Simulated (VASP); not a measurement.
Write the native input for VASP 6.6.1 that does the following.

```
Task                   : single point
Functional             : PBE
Potentials or basis    : VASP PAW PBE potentials, release 64 (C, H, N)
Cutoff                 : 520 eV
k mesh                 : 1 × 1 × 1
Occupations            : fermi-dirac, width 0.05 eV
Spin                   : no spin polarisation
Dipole correction      : no
Further INCAR settings : ALGO = Normal; EDIFF = 1e-06; NBANDS = 51
```

The structure of H7C2N lies in POSCAR:

```
H7C2N
1.0
    6.8873110000      0.0000000000      0.0000000000
    0.0000000000      6.8873110000      0.0000000000
    0.0000000000      0.0000000000      6.8873110000
C H N
6 21 3
Direct
    0.2130294392      0.4351335376      0.3824714754
    0.0337141738      0.4078369628      0.3327133042
    0.5123625171      0.8418960607      0.5403560257
    0.3829215785      0.9519970857      0.4527601556
    0.0219388960      0.8046246206      0.7265825516
    0.0362841173      0.9759687053      0.7971325819
    0.2413568953      0.5013858094      0.5279709309
    0.3491348075      0.4034085291      0.3117617311
   -0.0821801135      0.4649855364      0.4172165305
    0.0016406984      0.3587757254      0.1929635528
    0.5251977150      0.8328649599      0.6963240080
    0.6128807019      0.7459369847      0.4778207344
    0.2959210060      1.0688496570      0.5171539371
    0.3594581398      0.9524181498      0.2987668192
   -0.0077388693      0.7881740784      0.5741573163
    0.0568001067      0.6711472736      0.7908456581
    0.0258301099      1.1044078015      0.6999538717
    0.0441101033      0.9884263975      0.9524036304
    0.6910824849      0.0911531365      0.8669421201
    0.4949536909      0.0728731431      1.0029458522
    0.5226568105      0.2400356249      0.8359866427
    0.8110131806      0.9661245151      0.2274617772
    0.9854353898      0.8154706532      0.1650571609
    0.7691681122      0.7709830440      0.1034511147
    0.2906068856      0.6509797510      1.0866359890
    0.3792771954      0.6069277255      0.8585498753
    0.4777045788      0.4970444924      1.0327252537
    0.6001471402      0.1664365091      0.9438371521
    0.8484152959      0.8257359077      0.2098061203
    0.4156629489      0.6223328669      0.9999112861
```

One way to write it, as run:

INCAR

```
ALGO = Normal
EDIFF = 1E-6
ENCUT = 520
GGA = PE
GGA_COMPAT = F
ISIF = 2
ISMEAR = -1
LASPH = T
LCHARG = F
LREAL = F
LWAVE = F
NBANDS = 51
NELM = 120
PREC = Accurate
SIGMA = 0.05
```

KPOINTS

```
k-points
0
Gamma
  1 1 1
```

Potentials or basis: VASP PAW PBE potentials, release 64 (C, H, N).

Run with:

```bash
$ cat potpaw_PBE.64/C/POTCAR potpaw_PBE.64/H/POTCAR potpaw_PBE.64/N/POTCAR > POTCAR
$ mpirun -np 1 vasp_gam > vasp.out
```

It gave:

| Quantity | Value |
| --- | --- |
| Pressure | 4.1 GPa |
| Largest force | 3.717 eV/Å |
| Band gap on the k mesh | 4.44 eV |

Caveat: the k points lie up to 0.91 Å⁻¹ apart.

It took 52 s on 1 thread of AMD EPYC 7R43 64-Core Processor (Zen 3), with other jobs on the host, peak memory 0.32 GiB.
